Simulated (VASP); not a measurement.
# SrTiO3 (Pm-3m) in VASP: vibrations by perturbation theory with PBEsol

Aim: the vibrations by perturbation theory of SrTiO3 with PBEsol.

Program: VASP 6.6.1. These are calculated values, not measurements. Logs are shortened: lines on timing, memory, paths and dates and some standing lists are left out, and cuts for length are marked.

### 1 The cell of the first run

The structure is cubic, space group Pm-3m (No. 221). Conventional cell: a = 3.891 Å, b = 3.891 Å, c = 3.891 Å, α = 90.00°, β = 90.00°, γ = 90.00°. Sr (site symmetry m-3m) has 12 O at 2.75 Å and 8 Ti at 3.37 Å within 3.6 Å. Within 2.6 Å of Ti (site symmetry m-3m) lie 6 O at 1.95 Å. Within 2.6 Å of O (site symmetry 4/mmm) lie 2 Ti at 1.95 Å.

### 2 Vibrations by perturbation theory, PBEsol

Contents of INCAR:

```
SYSTEM = SrTiO3
PREC     = Accurate       ! precision mode
ENCUT    = 520            ! plane-wave cutoff, eV
EDIFF    = 1E-8           ! SCF threshold, eV
ISMEAR   = 0              ! smearing method
SIGMA    = 0.01           ! smearing width, eV
LREAL    = .False.        ! projectors in reciprocal space
LASPH    = .True.         ! aspherical terms in the spheres
NELM     = 80             ! most SCF steps
ALGO     = Normal         ! electronic algorithm
ISIF     = 2              ! what is computed and relaxed
LWAVE    = .False.        ! write WAVECAR
LCHARG   = .False.        ! write CHGCAR
GGA      = PS             ! functional
IBRION   = 8              ! ionic algorithm
NSW      = 1              ! ionic steps
LEPSILON = .True.         ! dielectric tensor by DFPT
```

Contents of KPOINTS:

```
Automatic mesh
0
Gamma
  6 6 6
  0 0 0
```

Contents of POSCAR:

```
SrTiO3
1.0
    3.8911491759      0.0000000000      0.0000000000
    0.0000000000      3.8911491759      0.0000000000
    0.0000000000      0.0000000000      3.8911491759
Sr Ti O
1 1 3
Direct
    0.0000000000      0.0000000000      0.0000000000
    0.5000000000      0.5000000000      0.5000000000
    0.5000000000      0.0000000000      0.5000000000
    0.5000000000      0.5000000000      0.0000000000
    0.0000000000      0.5000000000      0.5000000000
```

Potentials or basis: VASP PAW PBE potentials, release 64 (Sr_sv, Ti_sv, O).

Run with:

```bash
cat potpaw_PBE.64/Sr_sv/POTCAR potpaw_PBE.64/Ti_sv/POTCAR potpaw_PBE.64/O/POTCAR > POTCAR
mpirun -np 1 vasp_std > vasp.out
```

OUTCAR:

```text
SYSTEM = SrTiO3
   PREC = Accurate
   ENCUT = 520
   EDIFF = 1E-8
   ISMEAR = 0
   LREAL = .False.
   LASPH = .True.
   NELM = 80
   ISIF = 2
   GGA = PS
   IBRION = 8
   NSW = 1
   LEPSILON = .True.

 ion  position               nearest neighbor table
   1  0.000  0.000  0.000-   3 2.75   4 2.75   5 2.75   3 2.75   5 2.75   4 2.75   5 2.75   5 2.75
                             3 2.75   4 2.75   3 2.75   4 2.75   2 3.37   2 3.37   2 3.37   2 3.37
   2  0.500  0.500  0.500-   3 1.95   4 1.95   5 1.95   4 1.95   3 1.95   5 1.95   1 3.37   1 3.37
                             1 3.37   1 3.37   1 3.37   1 3.37   1 3.37   1 3.37
   3  0.500  0.000  0.500-   2 1.95   2 1.95   1 2.75   1 2.75   1 2.75   1 2.75
   4  0.500  0.500  0.000-   2 1.95   2 1.95   1 2.75   1 2.75   1 2.75   1 2.75
   5  0.000  0.500  0.500-   2 1.95   2 1.95   1 2.75   1 2.75   1 2.75   1 2.75

  LATTYP: Found a simple cubic cell.
 ALAT       =     3.8911491759

  Lattice vectors:

 A1 = (   3.8911491759,   0.0000000000,   0.0000000000)
 A2 = (   0.0000000000,   3.8911491759,   0.0000000000)
 A3 = (   0.0000000000,   0.0000000000,   3.8911491759)

Analysis of symmetry for initial positions (statically):
=====================================================================
 Subroutine PRICEL returns:
 Original cell was already a primitive cell.

 Routine SETGRP: Setting up the symmetry group for a
 simple cubic supercell.

 Subroutine GETGRP returns: Found 48 space group operations
 (whereof 48 operations were pure point group operations)
 out of a pool of 48 trial point group operations.

The static configuration has the point symmetry O_h .

Analysis of symmetry for dynamics (positions and initial velocities):
=====================================================================
 Subroutine PRICEL returns:
 Original cell was already a primitive cell.

 Routine SETGRP: Setting up the symmetry group for a
 simple cubic supercell.

 Subroutine GETGRP returns: Found 48 space group operations
 (whereof 48 operations were pure point group operations)
 out of a pool of 48 trial point group operations.

The dynamic configuration has the point symmetry O_h .

 Subroutine INISYM returns: Found 48 space group operations
 (whereof 48 operations are pure point group operations),
 and found     1 'primitive' translations

----------------------------------------------------------------------------------------

                                     Primitive cell

  volume of cell :      58.9161

  direct lattice vectors                    reciprocal lattice vectors
     3.891149176  0.000000000  0.000000000     0.256993488  0.000000000  0.000000000
     0.000000000  3.891149176  0.000000000     0.000000000  0.256993488  0.000000000
     0.000000000  0.000000000  3.891149176     0.000000000  0.000000000  0.256993488

  length of vectors
     3.891149176  3.891149176  3.891149176     0.256993488  0.256993488  0.256993488

  position of ions in fractional coordinates (direct lattice)
     0.000000000  0.000000000  0.000000000
[... 756 lines left out ...]
 -----------------------------------------------------------------------------
    -0.00533  0.00000  0.00000
     0.00000  0.00588 -0.00000
     0.00000  0.00000 -0.00533

 MACROSCOPIC STATIC DIELECTRIC TENSOR (including local field effects in DFT)
 ------------------------------------------------------
           6.416982    -0.000000     0.000000
          -0.000000     6.416982     0.000000
          -0.000000    -0.000000     6.416982
 ------------------------------------------------------

 PIEZOELECTRIC TENSOR (including local field effects)  for field in x, y, z        (e  Angst)
          XX          YY          ZZ          XY          YZ          ZX
  --------------------------------------------------------------------------------
  x     0.00000     0.00000     0.00000     0.00000     0.00000     0.00000
  y     0.00000     0.00000     0.00000     0.00000     0.00000     0.00000
  z     0.00000     0.00000     0.00000     0.00000     0.00000     0.00000

 PIEZOELECTRIC TENSOR (including local field effects)  for field in x, y, z        (C/m^2)
          XX          YY          ZZ          XY          YZ          ZX
  --------------------------------------------------------------------------------
  x     0.00000     0.00000     0.00000     0.00000     0.00000     0.00000
  y     0.00000     0.00000     0.00000     0.00000     0.00000     0.00000
  z     0.00000     0.00000     0.00000     0.00000     0.00000     0.00000

 BORN EFFECTIVE CHARGES (including local field effects) (in |e|, cummulative output)
 ---------------------------------------------------------------------------------
 ion    1
    1     2.56088     0.00000     0.00000
    2     0.00000     2.56088    -0.00000
    3    -0.00000     0.00000     2.56088
 ion    2
    1     7.40299    -0.00000     0.00000
    2    -0.00000     7.40299     0.00000
    3     0.00000     0.00000     7.40299
 ion    3
    1    -2.05260    -0.00000     0.00000
    2     0.00000    -5.85867    -0.00000
    3     0.00000     0.00000    -2.05260
 ion    4
    1    -2.05260     0.00000     0.00000
    2     0.00000    -2.05260     0.00000
    3    -0.00000    -0.00000    -5.85867
 ion    5
    1    -5.85867     0.00000    -0.00000
    2     0.00000    -2.05260     0.00000
    3     0.00000     0.00000    -2.05260

 INTERNAL STRAIN TENSOR FOR ION    5 for displacements in x,y,z  (eV/Angst):
          X           Y           Z          XY          YZ          ZX
  --------------------------------------------------------------------------------
  x     0.00000     0.00000     0.00000     0.00000     0.00000     0.00000
  y     0.00000     0.00000     0.00000     0.00000     0.00000     0.00000
  z     0.00000     0.00000     0.00000     0.00000     0.00000     0.00000

 SECOND DERIVATIVES (NOT SYMMETRIZED)
 ------------------------------------
               1X          1Y          1Z          2X          2Y          2Z          3X          3Y          3Z          4X          4Y          4Z          5X          5Y          5Z
  1X    -3.689950   -0.000000    0.000000    3.024988    0.000000    0.000000   -0.255908    0.000000    0.000000   -0.255908   -0.000000    0.000000    1.176778    0.000000    0.000000
  1Y    -0.000000   -3.689950    0.000000    0.000000    3.024988   -0.000000    0.000000    1.176778    0.000000    0.000000   -0.255908    0.000000    0.000000   -0.255908   -0.000000
  1Z     0.000000    0.000000   -3.689950   -0.000000   -0.000000    3.024988   -0.000000    0.000000   -0.255908    0.000000    0.000000    1.176778    0.000000   -0.000000   -0.255908
  2X     3.007783    0.000000    0.000000   -2.182794    0.000000    0.000000   -0.330964   -0.000000   -0.000000   -0.330964    0.000000   -0.000000   -0.163062    0.000000   -0.000000
  2Y     0.000000    3.007783    0.000000   -0.000000   -2.182794    0.000000    0.000000   -0.163062   -0.000000    0.000000   -0.330964   -0.000000   -0.000000   -0.330964   -0.000000
  2Z     0.000000    0.000000    3.007783    0.000000   -0.000000   -2.182794    0.000000   -0.000000   -0.330964   -0.000000   -0.000000   -0.163062   -0.000000   -0.000000   -0.330964
  3X    -0.252935    0.000000    0.000000   -0.372739    0.000000    0.000000   -3.974421    0.000000    0.000000   -0.904466    0.000000    0.000000    5.504560    0.000000    0.000000
  3Y     0.000000    1.188057   -0.000000   -0.000000   -0.174554    0.000000   -0.000000  -12.023598   -0.000000   -0.000000    5.505048    0.000000    0.000000    5.505048    0.000000
  3Z     0.000000    0.000000   -0.252935    0.000000    0.000000   -0.372739    0.000000    0.000000   -3.974421    0.000000    0.000000    5.504560    0.000000    0.000000   -0.904466
  4X    -0.252935    0.000000    0.000000   -0.372739    0.000000    0.000000   -0.904466    0.000000    0.000000   -3.974421    0.000000    0.000000    5.504560    0.000000    0.000000
  4Y     0.000000   -0.252935    0.000000    0.000000   -0.372739    0.000000    0.000000    5.504560    0.000000    0.000000   -3.974421    0.000000    0.000000   -0.904466    0.000000
  4Z    -0.000000   -0.000000    1.188057    0.000000    0.000000   -0.174554    0.000000    0.000000    5.505048   -0.000000   -0.000000  -12.023598    0.000000    0.000000    5.505048
  5X     1.188057    0.000000   -0.000000   -0.174554   -0.000000   -0.000000    5.505048    0.000000    0.000000    5.505048    0.000000    0.000000  -12.023598   -0.000000   -0.000000
  5Y     0.000000   -0.252935    0.000000    0.000000   -0.372739    0.000000    0.000000    5.504560    0.000000    0.000000   -0.904466    0.000000    0.000000   -3.974421    0.000000
  5Z     0.000000    0.000000   -0.252935    0.000000    0.000000   -0.372739    0.000000    0.000000   -0.904466    0.000000    0.000000    5.504560    0.000000    0.000000   -3.974421

 Eigenvectors and eigenvalues of the dynamical matrix
 ----------------------------------------------------

   1 f  =   16.129917 THz   101.347258 2PiTHz  538.036118 cm-1    66.707947 meV
             X         Y         Z           dx          dy          dz
      0.000000  0.000000  0.000000     0.003583    0.030712    0.000000
      1.945575  1.945575  1.945575     0.000355    0.003047    0.000000
      1.945575  0.000000  1.945575     0.044196   -0.835781   -0.000000
      1.945575  1.945575  0.000000     0.044196    0.378875    0.000000
      0.000000  1.945575  1.945575    -0.097493    0.378875   -0.000000
[... 105 lines left out ...]
  15 f/i=    1.871852 THz    11.761192 2PiTHz   62.438257 cm-1     7.741354 meV
             X         Y         Z           dx          dy          dz
      0.000000  0.000000  0.000000    -0.179258    0.163128    0.013001
      1.945575  1.945575  1.945575    -0.334598    0.304492    0.024268
      1.945575  0.000000  1.945575     0.379609   -0.306096   -0.027533
      1.945575  1.945575  0.000000     0.379609   -0.345453   -0.024396
      0.000000  1.945575  1.945575     0.336361   -0.345453   -0.027533

--------------------------------------------------------------------------------------------------------

 MACROSCOPIC STATIC DIELECTRIC TENSOR IONIC CONTRIBUTION
 ------------------------------------------------------
           5.032312     0.000000     0.000000
           0.000000     5.032312    -0.000000
           0.000000     0.000000     5.032312
 ------------------------------------------------------

 ELASTIC MODULI CONTR FROM IONIC RELAXATION (kBar)
 Direction    XX          YY          ZZ          XY          YZ          ZX
 --------------------------------------------------------------------------------
 XX           0.0000      0.0000      0.0000      0.0000      0.0000      0.0000
 YY           0.0000      0.0000      0.0000      0.0000      0.0000      0.0000
 ZZ           0.0000      0.0000      0.0000      0.0000      0.0000      0.0000
 XY           0.0000      0.0000      0.0000      0.0000      0.0000      0.0000
 YZ           0.0000      0.0000      0.0000      0.0000      0.0000      0.0000
 ZX           0.0000      0.0000      0.0000      0.0000      0.0000      0.0000
 --------------------------------------------------------------------------------

 PIEZOELECTRIC TENSOR IONIC CONTR  for field in x, y, z        (C/m^2)
          XX          YY          ZZ          XY          YZ          ZX
  --------------------------------------------------------------------------------
  x     0.00000     0.00000     0.00000     0.00000     0.00000     0.00000
  y     0.00000     0.00000     0.00000     0.00000     0.00000     0.00000
  z     0.00000     0.00000     0.00000     0.00000     0.00000     0.00000
```

Run time: 15 min. Hardware: 1 thread of Intel Xeon 6975P-C (Granite Rapids), shared host; peak memory 0.43 GiB.

Results:

| Quantity | Value |
| --- | --- |
| Electronic dielectric tensor (diagonal) | 6.42 |
| Born charges (mean of the diagonal) | Sr +2.56; Ti +7.40; O -3.32 e |
| Highest phonon frequency at Γ, LO-TO splitting left out | 538 cm⁻¹ |
| Most unstable mode | 62i cm⁻¹ |

Phonon frequencies in cm⁻¹ (negative: imaginary):
| q point | frequencies |
| --- | --- |
| (0.000, 0.000, 0.000) | -62 -62 -62 2 2 2 160 160 160 228 228 228 538 538 538 |

Electronic dielectric tensor:
```
6.42 0.00 0.00
0.00 6.42 0.00
0.00 0.00 6.42
```

Born effective charge tensors (e):
atom 1, Sr
```
2.56 0.00 0.00
0.00 2.56 0.00
0.00 0.00 2.56
```
atom 2, Ti
```
7.40 0.00 0.00
0.00 7.40 0.00
0.00 0.00 7.40
```
atom 3, O
```
-2.05  0.00  0.00
 0.00 -5.86  0.00
 0.00  0.00 -2.05
```
atom 4, O
```
-2.05  0.00  0.00
 0.00 -2.05  0.00
 0.00  0.00 -5.86
```
atom 5, O
```
-5.86  0.00  0.00
 0.00 -2.05  0.00
 0.00  0.00 -2.05
```

Caveat: some modes are imaginary.
